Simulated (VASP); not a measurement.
Input of a VASP 6.6.1 run:

File INCAR:

```
SYSTEM = InAs2
PREC = Accurate ; ENCUT = 600
EDIFF = 1E-6 ; ISMEAR = 0
SIGMA = 0.1 ; LREAL = .FALSE.
LASPH = .TRUE. ; NELM = 80
ALGO = Normal ; ISIF = 3
LWAVE = .FALSE. ; LCHARG = .FALSE.
GGA = PE ; IBRION = 2
NSW = 90 ; EDIFFG = -0.04
```

Contents of KPOINTS:

```
Automatic mesh
0
G
  6 6 6
  0 0 0
```

POSCAR

```
InAs2
1.0
    0.0000000000      3.1819285133      3.1819285133
    3.1819285133      0.0000000000      3.1819285133
    3.1819285133      3.1819285133      0.0000000000
In As
1 2
Direct
    0.0000000000      0.0000000000      0.0000000000
    0.2500000000      0.2500000000      0.2500000000
    0.7500000000      0.7500000000      0.7500000000
```

Potentials or basis: VASP PAW PBE potentials, release 64 (In_d, As).

Launch:

```sh
$ cat potpaw_PBE.64/In_d/POTCAR potpaw_PBE.64/As/POTCAR > POTCAR
$ mpirun -np 1 vasp_std > vasp.out
```

Q: Estimate the space group after relaxing (to 0.1 Å).

A: Fm-3m (No. 225).

Q: What does it give for the relaxed volume?

A: 25.02 Å³/atom.

Q: Predict the relaxed cell.

A: a = 4.735 Å, b = 4.735 Å, c = 4.735 Å, α = 60.00°, β = 60.00°, γ = 60.00°.

Step by step:
| step | energy change (eV) | largest force (eV/Å) | pressure (GPa) | volume (Å³) |
| --- | --- | --- | --- | --- |
| 1 | 0.0000 | 0.0000 | 12.98 | 64.43 |
| 2 | -0.2725 | 0.0000 | -4.38 | 82.05 |
| 3 | -0.3763 | 0.0000 | 0.01 | 75.07 |

Caveat: the volume moved by over 15 % at a fixed basis, so the end points are rough; an odd number of electrons without spin polarisation forces a metal; a magnetic or distorted state may lie lower.
